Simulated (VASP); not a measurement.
Set up this calculation in VASP 6.6.1, as the native input.

```yaml
Task: single point
Functional: PBE
Potentials_or_basis: VASP PAW PBE potentials, release 64 (Cd, Hg, Te)
Cutoff: 520 eV
k_mesh: 6 × 6 × 6
Occupations: gaussian, width 0.01 eV
Spin: no spin polarisation
Dipole_correction: no
k_mesh_for_the_DOS: 9 × 9 × 9
Occupations_for_the_DOS: tetrahedron
Further_INCAR_settings: ALGO = Normal; EDIFF = 1e-06; NBANDS = 46
```

Crystal: Cd3HgTe4.

```xyz
8
Lattice="6.6293 0.0000 0.0000 0.0000 6.6293 0.0000 0.0000 0.0000 6.6293" Properties=species:S:1:pos:R:3 pbc="T T T"
Cd    0.0000    3.3147    3.3147
Cd    3.3147    0.0000    3.3147
Cd    3.3147    3.3147    0.0000
Hg    0.0000    0.0000    0.0000
Te    4.9657    4.9657    1.6636
Te    4.9657    1.6636    4.9657
Te    1.6636    4.9657    4.9657
Te    1.6636    1.6636    1.6636
```

The input as run:

POSCAR

```
Cd3HgTe4
1.0
    6.6293391883      0.0000000000      0.0000000000
    0.0000000000      6.6293391883      0.0000000000
    0.0000000000      0.0000000000      6.6293391883
Cd Hg Te
3 1 4
Direct
    0.0000000000      0.5000000000      0.5000000000
    0.5000000000      0.0000000000      0.5000000000
    0.5000000000      0.5000000000      0.0000000000
    0.0000000000      0.0000000000      0.0000000000
    0.7490520274      0.7490520274      0.2509479726
    0.7490520274      0.2509479726      0.7490520274
    0.2509479726      0.7490520274      0.7490520274
    0.2509479726      0.2509479726      0.2509479726
```

INCAR.step1

```
SYSTEM = Cd3HgTe4
PREC = Accurate ; ENCUT = 520
EDIFF = 1E-6 ; ISMEAR = 0
SIGMA = 0.01 ; LREAL = .FALSE.
LASPH = .TRUE. ; NELM = 100
ALGO = Normal ; ISIF = 2
LWAVE = .FALSE. ; LCHARG = .TRUE.
GGA = PE ; NBANDS = 46
```

KPOINTS.step1

```
Automatic mesh
0
G
  6 6 6
  0 0 0
```

INCAR.step2

```
SYSTEM = Cd3HgTe4
PREC = Accurate ; ENCUT = 520
EDIFF = 1E-6 ; ISMEAR = -5
SIGMA = 0.01 ; LREAL = .FALSE.
LASPH = .TRUE. ; NELM = 100
ALGO = Normal ; ISIF = 2
LWAVE = .FALSE. ; LCHARG = .FALSE.
GGA = PE ; LORBIT = 11
NBANDS = 46 ; NEDOS = 1001
ICHARG = 11
```

KPOINTS.step2

```
Automatic mesh
0
G
  9 9 9
  0 0 0
```

Potentials or basis: VASP PAW PBE potentials, release 64 (Cd, Hg, Te).

The run is started by

```sh
$ cat potpaw_PBE.64/Cd/POTCAR potpaw_PBE.64/Hg/POTCAR potpaw_PBE.64/Te/POTCAR > POTCAR
$ cp INCAR.step1 INCAR
$ cp KPOINTS.step1 KPOINTS
$ mpirun -np 1 vasp_std > vasp.out
$ cp INCAR.step2 INCAR
$ cp KPOINTS.step2 KPOINTS
$ mpirun -np 1 vasp_std > vasp.out
```

Results of the run:

```
Valence electrons inside the program's atomic spheres : Cd 10.28; Hg 10.45; Te 3.39
```

Wall time 5.4 min on 1 thread of Intel(R) Xeon(R) 6975P-C (Granite Rapids), on a shared host, peak memory 0.6 GiB.
